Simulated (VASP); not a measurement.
A run of VASP 6.6.1 is set up as follows.

The input INCAR:

```
ALGO = Normal
EDIFF = 1E-6
ENCUT = 600
GGA = PS
GGA_COMPAT = F
ISIF = 2
ISMEAR = -1
ISPIN = 2
LASPH = T
LCHARG = F
LORBIT = 11
LREAL = F
LWAVE = F
MAGMOM = 0.667 0.667 0.667 0.667 0.667 0.667 0.667 0.667 0.667 0.667 0.667 0.667
NBANDS = 53
NELM = 200
PREC = Accurate
SIGMA = 0.05
```

The input KPOINTS:

```
Automatic mesh
0
Gamma
  2 2 2
  0.5 0.5 0.5
```

File POSCAR:

```
Si3GeO8
1.0
    4.2527440000      0.0000000000      0.0000000000
    0.0000000000      4.2527440000      0.0000000000
    0.0000000000      0.0000000000      5.4599470000
Si Ge O
3 1 8
Direct
    0.0131530000      0.0148680000      0.0022480000
    0.4818460000      0.4886510000      0.2447380000
    0.4875210000      0.5091390000      0.7560830000
    0.9879720000      0.0028540000      0.5175390000
    0.2763430000      0.3090890000      0.0123370000
    0.3291670000      0.2878530000      0.4869370000
    0.6506360000      0.6587570000      0.0017000000
    0.6913460000      0.6898470000      0.5065640000
    0.1874020000      0.7869320000      0.2668480000
    0.1920620000      0.7953460000      0.7706140000
    0.8124460000      0.1998960000      0.2492070000
    0.8324520000      0.2088520000      0.7426430000
```

Potentials or basis: VASP PAW PBE potentials, release 64 (Si, Ge_d, O).

Command:

```bash
$ cat potpaw_PBE.64/Si/POTCAR potpaw_PBE.64/Ge_d/POTCAR potpaw_PBE.64/O/POTCAR > POTCAR
$ mpirun -np 1 vasp_std > vasp.out
```

(1) Estimate the pressure.

(2) What does it give for the largest force?

(3) What does it give for the net moment?

(4) What does it give for the band gap on the k mesh?

Answers

(1) 11.0 GPa.

(2) 6.564 eV/Å.

(3) 0.00 μB per cell.

(4) 6.23 eV (least direct gap 6.28 eV).

Caveat: the k points lie up to 0.74 Å⁻¹ apart; the PAW data sets were made with another functional, which shifts forces and pressure a little; a shifted mesh leaves out Γ, where band edges can lie.
